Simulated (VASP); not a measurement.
Write the native input for VASP 6.6.1 that does the following.

| Quantity | Value |
| --- | --- |
| Task | relaxation of cell and atoms |
| Functional | PBE |
| Dispersion | D3(BJ) |
| Potentials or basis | VASP PAW PBE potentials, release 64 (Pb_d, O) |
| Cutoff | 600 eV |
| k mesh | 8 × 8 × 8 |
| Occupations | gaussian, width 0.02 eV |
| Spin | no spin polarisation |
| Target pressure | 15 GPa |
| Dipole correction | no |
| Further INCAR settings | ALGO = Normal; EDIFF = 1e-06; IBRION = 2; EDIFFG = -0.008; NSW = 70; ISIF = 3 |

The structure of PbO lies in POSCAR:

```
PbO
1.0
    3.8931202190      0.0000000000      0.0000000000
    0.0000000000      3.8931202190      0.0000000000
    0.0000000000      0.0000000000      4.0918970136
Pb O
2 2
Direct
    0.0000000000      0.5000000000      0.2761046295
    0.5000000000      0.0000000000      0.7238953705
    0.0000000000      0.0000000000      0.0000000000
    0.5000000000      0.5000000000      0.0000000000
```

These files were run (other wordings do the same):

INCAR

```
SYSTEM = PbO
PREC = Accurate
ENCUT = 600
EDIFF = 1E-6
ISMEAR = 0
SIGMA = 0.02
LREAL = .FALSE.
LASPH = .TRUE.
NELM = 80
ALGO = Normal
ISIF = 3
LWAVE = .FALSE.
LCHARG = .FALSE.
GGA = PE
IVDW = 12
IBRION = 2
NSW = 70
EDIFFG = -0.008
PSTRESS = 150.0
```

KPOINTS

```
Automatic mesh
0
G
  8 8 8
  0 0 0
```

Potentials or basis: VASP PAW PBE potentials, release 64 (Pb_d, O).

Run with:

```sh
$ cat potpaw_PBE.64/Pb_d/POTCAR potpaw_PBE.64/O/POTCAR > POTCAR
$ mpirun -np 1 vasp_std > vasp.out
```

Results of the run:

| Property | Result |
| --- | --- |
| Relaxed volume | 15.40 Å³/atom |
| Relaxed cell | a = 4.018 Å, b = 4.018 Å, c = 3.815 Å, α = 90.00°, β = 90.00°, γ = 90.00° |
| Space group after relaxing (to 0.05 Å) | P4/nmm (No. 129) |
| Energy change on relaxing (the enthalpy is what falls) | -11.9 meV/atom |
| Ionic steps | 20 |
| Pressure after relaxing | 15.0 GPa |
| Largest force after relaxing | 0.006 eV/Å |
| Band gap on the k mesh | 0.44 eV, indirect (least direct gap 1.22 eV) |
| Dispersion energy per atom | -0.309 eV |

Caveat: the cell is relaxed towards a set pressure, so the enthalpy falls and the energy may rise; spin-orbit coupling is left out, which moves the levels of the heavy elements.

It took 32 min on 1 thread of Oxide Virtual Turin-like Processor, on a shared host, peak memory 0.26 GiB.
